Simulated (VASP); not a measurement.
# LaB6 (Pm-3m) in VASP: further runs, part 2 of 2

VASP 6.6.1.

### 3 Relaxation of cell and atoms, PBEsol

Input file INCAR:

```
SYSTEM = LaB6
ALGO = Normal
EDIFF = 1E-6
EDIFFG = -0.01
ENCUT = 600
GGA = PS
IBRION = 2
ISIF = 3
ISMEAR = -1
LASPH = .True.
LCHARG = .False.
LREAL = .False.
LWAVE = .False.
NELM = 80
NSW = 80
PREC = Accurate
SIGMA = 0.1
```

Input file KPOINTS:

```
k-points
0
Gamma
  8 8 8
  0 0 0
```

Input file POSCAR:

```
LaB6
1.0
    4.1570000000      0.0000000000      0.0000000000
    0.0000000000      4.1570000000      0.0000000000
    0.0000000000      0.0000000000      4.1570000000
La B
1 6
Direct
    0.0000000000      0.0000000000      0.0000000000
    0.1975000000      0.5000000000      0.5000000000
    0.5000000000      0.1975000000      0.5000000000
    0.8025000000      0.5000000000      0.5000000000
    0.5000000000      0.8025000000      0.5000000000
    0.5000000000      0.5000000000      0.1975000000
    0.5000000000      0.5000000000      0.8025000000
```

Potentials or basis: VASP PAW PBE potentials, release 64 (La, B).

Command:

```sh
> cat potpaw_PBE.64/La/POTCAR potpaw_PBE.64/B/POTCAR > POTCAR
> mpirun -np 1 vasp_std > vasp.out
```

OUTCAR:

```text
SYSTEM = LaB6
   EDIFF = 1E-6
   EDIFFG = -0.01
   ENCUT = 600
   GGA = PS
   IBRION = 2
   ISIF = 3
   ISMEAR = -1
   LASPH = .True.
   LREAL = .False.
   NELM = 80
   NSW = 80
   PREC = Accurate

 ion  position               nearest neighbor table
   1  0.000  0.000  0.000-
   2  0.197  0.500  0.500-   4 1.64   3 1.78   5 1.78   6 1.78   7 1.78
   3  0.500  0.197  0.500-   5 1.64   4 1.78   2 1.78   6 1.78   7 1.78
   4  0.803  0.500  0.500-   2 1.64   3 1.78   5 1.78   6 1.78   7 1.78
   5  0.500  0.803  0.500-   3 1.64   2 1.78   4 1.78   6 1.78   7 1.78
   6  0.500  0.500  0.197-   7 1.64   3 1.78   4 1.78   5 1.78   2 1.78
   7  0.500  0.500  0.803-   6 1.64   3 1.78   4 1.78   5 1.78   2 1.78

  LATTYP: Found a simple cubic cell.
 ALAT       =     4.1570000000

  Lattice vectors:

 A1 = (   4.1570000000,   0.0000000000,   0.0000000000)
 A2 = (   0.0000000000,   4.1570000000,   0.0000000000)
 A3 = (   0.0000000000,   0.0000000000,   4.1570000000)

Analysis of symmetry for initial positions (statically):
=====================================================================
 Subroutine PRICEL returns:
 Original cell was already a primitive cell.

 Routine SETGRP: Setting up the symmetry group for a
 simple cubic supercell.

 Subroutine GETGRP returns: Found 48 space group operations
 (whereof 48 operations were pure point group operations)
 out of a pool of 48 trial point group operations.

The static configuration has the point symmetry O_h .

Analysis of symmetry for dynamics (positions and initial velocities):
=====================================================================
 Subroutine PRICEL returns:
 Original cell was already a primitive cell.

 Routine SETGRP: Setting up the symmetry group for a
 simple cubic supercell.

 Subroutine GETGRP returns: Found 48 space group operations
 (whereof 48 operations were pure point group operations)
 out of a pool of 48 trial point group operations.

[... 132 lines left out ...]
  Fermi-wavevector in a.u.,A,eV,Ry     =   1.209932  2.286439 19.918037  1.463934
  Thomas-Fermi vector in A             =   2.345494
   LORBIT       =      0    0 simple, 1 ext, 2 COOP (PROOUT), +10 PAW based schemes
   GGA     = PS    functional components
   LHFCALC =     F    Hartree Fock is set to
   AEXX    =    0.0000 exact exchange contribution
   IVDW    =     0    specifies the selected vdW correction
   LEPSILON=     F    determine dielectric tensor
   LRPA    =     F    only Hartree local field effects (RPA)
 conjugate gradient relaxation of ions
 non-spin polarized calculation
  energy-cutoff  :      600.00
  volume of cell :       71.84
 maximum number of plane-waves:      2440
 NGX is ok and might be reduce to    36
   NGX = 17   NGY = 17   NGZ = 17

--------------------------------------- Ionic step        1  -------------------------------------------

 number of electron      29.0000000 magnetization

 Free energy of the ion-electron system (eV)
  ---------------------------------------------------
  ext. energy  EPLUGINS =         0.00000000
  ---------------------------------------------------
  free energy    TOTEN  =       -51.52284419 eV

  energy without entropy =      -51.49763158  energy(sigma->0) =      -51.51023789

------------------------ aborting loop because EDIFF is reached ----------------------------------------

  FORCE on cell =-STRESS in cart. coord.  units (eV):
  Direction    XX          YY          ZZ          XY          YZ          ZX
  --------------------------------------------------------------------------------------
  -------------------------------------------------------------------------------------
  Total       -1.6623447     -1.6623447     -1.6623447      0.0000000      0.0000000     -0.0000000
  in kB      -37.0758910    -37.0758910    -37.0758910      0.0000000      0.0000000     -0.0000000
  external PRESSURE =     -37.0758910 kB  Pullay stress =       0.0000000 kB
[... 192 lines left out ...]
--------------------------------------- Ionic step        6  -------------------------------------------

 number of electron      28.9999999 magnetization

 Free energy of the ion-electron system (eV)
  ---------------------------------------------------
  ext. energy  EPLUGINS =         0.00000000
  ---------------------------------------------------
  free energy    TOTEN  =       -51.55467017 eV

  energy without entropy =      -51.52998617  energy(sigma->0) =      -51.54232817

 E-fermi :   8.5736     XC(G=0): -11.4484

 val. band max:        8.5651899006   @ k =   0.2500   0.2500   0.0000
 cond. band min:       8.6119151542   @ k =   0.1250   0.1250   0.0000
 fundamental gap:      0.0467252536
 Fermi energy:         8.5735874755

 k-point     1 :       0.0000    0.0000    0.0000
  band No.  band energies     occupation
      1     -24.3098      2.00000
      2      -8.0628      2.00000
      3      -8.0628      2.00000
      4      -8.0628      2.00000
      5      -6.9715      2.00000
      6       0.6489      2.00000
[... 481 lines left out ...]
      5      -6.3368      2.00000
      6      -0.9806      2.00000
[... 10 lines left out ...]
     17      10.6700      0.00000
     18      10.6879      0.00000

 [... further k-points ...]
[... 5 lines left out ...]
  --------------------------------------------------------------------------------------
  -------------------------------------------------------------------------------------
  Total        0.0112514      0.0112514      0.0112514     -0.0000000     -0.0000000     -0.0000000
  in kB        0.2557930      0.2557930      0.2557930     -0.0000000     -0.0000000     -0.0000000
  external PRESSURE =       0.2557930 kB  Pullay stress =       0.0000000 kB
[... 22 lines left out ...]
  FREE ENERGIE OF THE ION-ELECTRON SYSTEM (eV)
  ---------------------------------------------------
  free  energy   TOTEN  =       -51.5546701740 eV

  energy  without entropy=      -51.5299861706  energy(sigma->0) =      -51.54232817

 reached required accuracy - stopping structural energy minimisation
```

Run time: 6.5 min. Hardware: 1 thread of Oxide Virtual Turin-like, shared host; peak memory 0.22 GiB.

Results:

| Item | Value |
| --- | --- |
| Free energy | -51.5547 eV |
| Relaxed volume | 10.07 Å³/atom |
| Relaxed cell | a = 4.131 Å, b = 4.131 Å, c = 4.131 Å, α = 90.00°, β = 90.00°, γ = 90.00° |
| Space group after relaxing (to 0.1 Å) | Pm-3m (No. 221) |
| Energy gained by relaxing | 4.5 meV/atom |
| Ionic steps | 6 |
| Pressure after relaxing | 0.0 GPa |
| Largest force after relaxing | 0.005 eV/Å |
| Band gap on the k mesh | zero (an odd number of electrons rules out a gap without spin polarisation) |

Forces on the atoms (eV/Å):
```
La   0.000  0.000  0.000
B   -0.005  0.000  0.000
B    0.000 -0.005  0.000
B    0.005  0.000  0.000
B    0.000  0.005  0.000
B    0.000  0.000 -0.005
B    0.000  0.000  0.005
```

The path:
```csv
step,energy change (eV),largest force (eV/Å),pressure (GPa),volume (Å³)
1,0.0000,0.6094,-3.71,71.84
2,0.0725,1.4618,4.34,69.39
3,-0.0297,0.0856,-1.14,70.96
4,-0.0297,0.0999,-1.09,70.94
5,-0.0312,0.0494,0.65,70.21
6,-0.0318,0.0054,0.03,70.47
```

Final structure:
```yaml
crystal:
  lattice:
    - [4.13056, 0.00000, 0.00000]
    - [0.00000, 4.13056, 0.00000]
    - [0.00000, 0.00000, 4.13056]
  atoms:
    - { symbol: La, position: [0.00000, 0.00000, 0.00000] }
    - { symbol: B, position: [0.19958, 0.50000, 0.50000] }
    - { symbol: B, position: [0.50000, 0.19958, 0.50000] }
    - { symbol: B, position: [0.80043, 0.50000, 0.50000] }
    - { symbol: B, position: [0.50000, 0.80043, 0.50000] }
    - { symbol: B, position: [0.50000, 0.50000, 0.19958] }
    - { symbol: B, position: [0.50000, 0.50000, 0.80043] }
```

Caveat: the PAW data sets were made with another functional, which shifts forces and pressure a little; spin-orbit coupling is left out, which moves the levels of the heavy elements; an odd number of electrons without spin polarisation forces a metal; a magnetic or distorted state may lie lower.

### 4 Relaxation of cell and atoms, LDA

Input file INCAR:

```
  ALGO = Normal
  EDIFF = 1E-6
  EDIFFG = -0.01
  ENCUT = 600
  IBRION = 2
  ISIF = 3
  ISMEAR = -1
  LASPH = True
  LCHARG = False
  LREAL = False
  LWAVE = False
  NELM = 100
  NSW = 80
  PREC = Accurate
  SIGMA = 0.1
```

Input file KPOINTS:

```
k-points
0
Gamma
  8 8 8
```

POSCAR is that of step 3.

Potentials or basis: VASP PAW LDA potentials, release 64 (La, B).

Command:

```sh
> cat potpaw_LDA.64/La/POTCAR potpaw_LDA.64/B/POTCAR > POTCAR
> mpirun -np 1 vasp_std > vasp.out
```

It took 8 min on 1 thread of Oxide Virtual Turin-like, shared host; peak memory 0.19 GiB.

It converged, with:

- Free energy: -54.4143 eV
- Relaxed volume: 9.84 Å³/atom
- Relaxed cell: a = 4.099 Å, b = 4.099 Å, c = 4.099 Å, α = 90.00°, β = 90.00°, γ = 90.00°
- Space group after relaxing (to 0.1 Å): Pm-3m (No. 221)
- Energy gained by relaxing: 13.9 meV/atom
- Ionic steps: 8
- Pressure after relaxing: 0.0 GPa
- Largest force after relaxing: 0.004 eV/Å
- Band gap on the k mesh: zero (an odd number of electrons rules out a gap without spin polarisation)

Forces on the atoms (eV/Å):
```
La   0.000  0.000  0.000
B    0.004  0.000  0.000
B    0.000  0.004  0.000
B   -0.004  0.000  0.000
B    0.000 -0.004  0.000
B    0.000  0.000  0.004
B    0.000  0.000 -0.004
```

Step by step:
| step | energy change (eV) | largest force (eV/Å) | pressure (GPa) | volume (Å³) |
| --- | --- | --- | --- | --- |
| 1 | 0.0000 | 0.7421 | -7.84 | 71.84 |
| 2 | 0.1053 | 1.9801 | 8.52 | 66.74 |
| 3 | -0.0886 | 0.2591 | -1.94 | 69.69 |
| 4 | -0.0914 | 0.2625 | 1.39 | 68.32 |
| 5 | -0.0971 | 0.0206 | -0.14 | 68.92 |
| 6 | -0.0971 | 0.0266 | -0.11 | 68.91 |
| 7 | -0.0970 | 0.0257 | 0.22 | 68.80 |
| 8 | -0.0971 | 0.0045 | 0.04 | 68.86 |

Final structure:
```
CELL_PARAMETERS angstrom
4.09889 0.00000 0.00000
0.00000 4.09889 0.00000
0.00000 0.00000 4.09889
ATOMIC_POSITIONS crystal
La 0.00000 0.00000 0.00000
B 0.19982 0.50000 0.50000
B 0.50000 0.19982 0.50000
B 0.80018 0.50000 0.50000
B 0.50000 0.80018 0.50000
B 0.50000 0.50000 0.19982
B 0.50000 0.50000 0.80018
```

Levels at points of the mesh, in eV from the Fermi level:
| k point | band 12 | band 13 | band 14 | band 15 | band 16 | band 17 |
| --- | --- | --- | --- | --- | --- | --- |
| (0.00, 0.00, 0.00) | -1.83 | -1.83 | -1.83 | 0.25 | 0.25 | 0.25 |
| (0.50, 0.00, 0.00) | -3.42 | -3.14 | -2.52 | -1.44 | 1.54 | 1.75 |
| (0.50, 0.50, 0.00) | -4.49 | -2.84 | -2.84 | 1.10 | 1.10 | 2.04 |
| (0.50, 0.50, 0.50) | -2.34 | -2.34 | -2.34 | 1.54 | 1.84 | 1.84 |

Caveat: spin-orbit coupling is left out, which moves the levels of the heavy elements; an odd number of electrons without spin polarisation forces a metal; a magnetic or distorted state may lie lower. Zero-point motion and thermal expansion aren't in these numbers.

### 5 Relaxation of cell and atoms, r2SCAN

POSCAR is that of step 4.

Input file INCAR.step1:

```
SYSTEM = LaB6
PREC = Accurate ; ENCUT = 600
ISMEAR = -1 ; SIGMA = 0.1
LREAL = .False. ; LASPH = .True.
NELM = 100 ; GGA = PE
ALGO = Normal ; EDIFF = 1E-4
LWAVE = .True. ; LCHARG = .False.
```

Input file INCAR.step2:

```
SYSTEM = LaB6
PREC = Accurate ; ENCUT = 600
EDIFF = 1E-6 ; ISMEAR = -1
SIGMA = 0.1 ; LREAL = .False.
LASPH = .True. ; NELM = 100
ALGO = Normal ; ISIF = 3
LWAVE = .False. ; LCHARG = .False.
METAGGA = R2SCAN ; LMIXTAU = .True.
IBRION = 2 ; NSW = 80
EDIFFG = -0.01 ; ISTART = 1
```

Input file KPOINTS:

```
regular mesh
0
Gamma
  8 8 8
  0 0 0
```

Potentials or basis: VASP PAW PBE potentials, release 64 (La, B).

Command:

```sh
> cat potpaw_PBE.64/La/POTCAR potpaw_PBE.64/B/POTCAR > POTCAR
> cp INCAR.step1 INCAR
> mpirun -np 1 vasp_std > vasp.out
> cp INCAR.step2 INCAR
> mpirun -np 1 vasp_std > vasp.out
```

OUTCAR:

```text
SYSTEM = LaB6
   PREC = Accurate
   ENCUT = 600
   EDIFF = 1E-6
   ISMEAR = -1
   LREAL = .False.
   LASPH = .True.
   NELM = 100
   ISIF = 3
   METAGGA = R2SCAN
   IBRION = 2
   NSW = 80
   EDIFFG = -0.01
   ISTART = 1

 ion  position               nearest neighbor table
   1  0.000  0.000  0.000-
   2  0.197  0.500  0.500-   4 1.64   3 1.78   5 1.78   6 1.78   7 1.78
   3  0.500  0.197  0.500-   5 1.64   4 1.78   2 1.78   6 1.78   7 1.78
   4  0.803  0.500  0.500-   2 1.64   3 1.78   5 1.78   6 1.78   7 1.78
   5  0.500  0.803  0.500-   3 1.64   2 1.78   4 1.78   6 1.78   7 1.78
   6  0.500  0.500  0.197-   7 1.64   3 1.78   4 1.78   5 1.78   2 1.78
   7  0.500  0.500  0.803-   6 1.64   3 1.78   4 1.78   5 1.78   2 1.78

  LATTYP: Found a simple cubic cell.
 ALAT       =     4.1570000000

  Lattice vectors:

 A1 = (   4.1570000000,   0.0000000000,   0.0000000000)
 A2 = (   0.0000000000,   4.1570000000,   0.0000000000)
 A3 = (   0.0000000000,   0.0000000000,   4.1570000000)

Analysis of symmetry for initial positions (statically):
=====================================================================
 Subroutine PRICEL returns:
 Original cell was already a primitive cell.

 Routine SETGRP: Setting up the symmetry group for a
 simple cubic supercell.

 Subroutine GETGRP returns: Found 48 space group operations
 (whereof 48 operations were pure point group operations)
 out of a pool of 48 trial point group operations.

The static configuration has the point symmetry O_h .

Analysis of symmetry for dynamics (positions and initial velocities):
=====================================================================
 Subroutine PRICEL returns:
 Original cell was already a primitive cell.

 Routine SETGRP: Setting up the symmetry group for a
 simple cubic supercell.

 Subroutine GETGRP returns: Found 48 space group operations
[... 134 lines left out ...]
  volume/ion in A,a.u.               =      10.26        69.25
  Fermi-wavevector in a.u.,A,eV,Ry     =   1.209932  2.286439 19.918037  1.463934
  Thomas-Fermi vector in A             =   2.345494
   LORBIT       =      0    0 simple, 1 ext, 2 COOP (PROOUT), +10 PAW based schemes
   METAGGA = R2SCAN    functional components
   LHFCALC =     F    Hartree Fock is set to
   AEXX    =    0.0000 exact exchange contribution
   IVDW    =     0    specifies the selected vdW correction
   LEPSILON=     F    determine dielectric tensor
   LRPA    =     F    only Hartree local field effects (RPA)
 conjugate gradient relaxation of ions
 non-spin polarized calculation
  energy-cutoff  :      600.00
  volume of cell :       71.84
 maximum number of plane-waves:      2440
 NGX is ok and might be reduce to    36
   NGX = 17   NGY = 17   NGZ = 17

--------------------------------------- Ionic step        1  -------------------------------------------

 number of electron      29.0000000 magnetization

 Free energy of the ion-electron system (eV)
  ---------------------------------------------------
  ext. energy  EPLUGINS =         0.00000000
  ---------------------------------------------------
  free energy    TOTEN  =       -78.22074402 eV

  energy without entropy =      -78.19625277  energy(sigma->0) =      -78.20849840

------------------------ aborting loop because EDIFF is reached ----------------------------------------

  FORCE on cell =-STRESS in cart. coord.  units (eV):
  Direction    XX          YY          ZZ          XY          YZ          ZX
  --------------------------------------------------------------------------------------
  -------------------------------------------------------------------------------------
  Total       -0.4704423     -0.4704423     -0.4704423      0.0000000      0.0000000      0.0000000
  in kB      -10.4924488    -10.4924488    -10.4924488      0.0000000      0.0000000      0.0000000
  external PRESSURE =     -10.4924488 kB  Pullay stress =       0.0000000 kB
[... 69 lines left out ...]
--------------------------------------- Ionic step        3  -------------------------------------------

 number of electron      29.0000000 magnetization

 Free energy of the ion-electron system (eV)
  ---------------------------------------------------
  ext. energy  EPLUGINS =         0.00000000
  ---------------------------------------------------
  free energy    TOTEN  =       -78.24163220 eV

  energy without entropy =      -78.21700128  energy(sigma->0) =      -78.22931674

 E-fermi :   8.7461     XC(G=0): -11.9411

 val. band max:        8.7372769418   @ k =   0.2500   0.2500   0.0000
 cond. band min:       8.7698761357   @ k =   0.1250   0.1250   0.0000
 fundamental gap:      0.0325991940
 Fermi energy:         8.7461257917

 k-point     1 :       0.0000    0.0000    0.0000
  band No.  band energies     occupation
      1     -25.6383      2.00000
      2      -8.9365      2.00000
      3      -8.9365      2.00000
      4      -8.9365      2.00000
      5      -7.8416      2.00000
      6       0.3548      2.00000
[... 481 lines left out ...]
      5      -7.1498      2.00000
      6      -1.6437      2.00000
[... 10 lines left out ...]
     17      10.8897      0.00000
     18      10.9031      0.00000

 [... further k-points ...]
[... 5 lines left out ...]
  --------------------------------------------------------------------------------------
  -------------------------------------------------------------------------------------
  Total       -0.0264058     -0.0264058     -0.0264058      0.0000000      0.0000000     -0.0000000
  in kB       -0.5907887     -0.5907887     -0.5907887      0.0000000      0.0000000     -0.0000000
  external PRESSURE =      -0.5907887 kB  Pullay stress =       0.0000000 kB
[... 22 lines left out ...]
  FREE ENERGIE OF THE ION-ELECTRON SYSTEM (eV)
  ---------------------------------------------------
  free  energy   TOTEN  =       -78.2416322026 eV

  energy  without entropy=      -78.2170012809  energy(sigma->0) =      -78.22931674

 reached required accuracy - stopping structural energy minimisation
```

Run time: 14 min. Hardware: 1 thread of Oxide Virtual Turin-like, shared host; peak memory 0.24 GiB.

Results:

* Free energy: -78.2416 eV
* Relaxed volume: 10.23 Å³/atom
* Relaxed cell: a = 4.153 Å, b = 4.153 Å, c = 4.153 Å, α = 90.00°, β = 90.00°, γ = 90.00°
* Space group after relaxing (to 0.1 Å): Pm-3m (No. 221)
* Energy gained by relaxing: 3.0 meV/atom
* Ionic steps: 3
* Pressure after relaxing: -0.1 GPa
* Band gap on the k mesh: zero (an odd number of electrons rules out a gap without spin polarisation)

The path:
| step | energy change (eV) | largest force (eV/Å) | pressure (GPa) | volume (Å³) |
| --- | --- | --- | --- | --- |
| 1 | 0.0000 | 0.6579 | -1.05 | 71.84 |
| 2 | 0.0730 | 1.4032 | 2.69 | 71.14 |
| 3 | -0.0209 | 0.0006 | -0.06 | 71.61 |

Final structure:
```yaml
crystal:
  lattice:
    - [4.15265, 0.00000, 0.00000]
    - [0.00000, 4.15265, 0.00000]
    - [0.00000, 0.00000, 4.15265]
  atoms:
    - { symbol: La, position: [0.00000, 0.00000, 0.00000] }
    - { symbol: B, position: [0.19995, 0.50000, 0.50000] }
    - { symbol: B, position: [0.50000, 0.19995, 0.50000] }
    - { symbol: B, position: [0.80005, 0.50000, 0.50000] }
    - { symbol: B, position: [0.50000, 0.80005, 0.50000] }
    - { symbol: B, position: [0.50000, 0.50000, 0.19995] }
    - { symbol: B, position: [0.50000, 0.50000, 0.80005] }
```

Caveat: the PAW data sets were made with another functional, which shifts forces and pressure a little; spin-orbit coupling is left out, which moves the levels of the heavy elements; an odd number of electrons without spin polarisation forces a metal; a magnetic or distorted state may lie lower.

### 6 Overview

| level | potentials or basis | gap on the mesh (eV) | pressure (GPa) | relaxed volume (Å³/atom) |
| --- | --- | --- | --- | --- |
| PBE | VASP PAW PBE potentials, release 64 (La, B) | none | 0.0 | 10.24 |
| PBEsol | VASP PAW PBE potentials, release 64 (La, B) | none | 0.0 | 10.07 |
| LDA | VASP PAW LDA potentials, release 64 (La, B) | none | 0.0 | 9.84 |
| r2SCAN | VASP PAW PBE potentials, release 64 (La, B) | none | -0.1 | 10.23 |

Alike in all rows: task relaxation of cell and atoms; no spin polarisation; cell relaxed; k mesh 8 × 8 × 8; cutoff (eV) 600; smearing fermi-dirac 0.1 eV.

Caveats: spin-orbit coupling is left out, which moves the levels of the heavy elements; an odd number of electrons without spin polarisation forces a metal; a magnetic or distorted state may lie lower; the PAW data sets were made with another functional, which shifts forces and pressure a little (at least some runs).

Total energies depend on the potentials used, so only differences within one code and one set of settings carry meaning.

The gap in the log of VASP goes by the Fermi energy; the results here count the filled bands.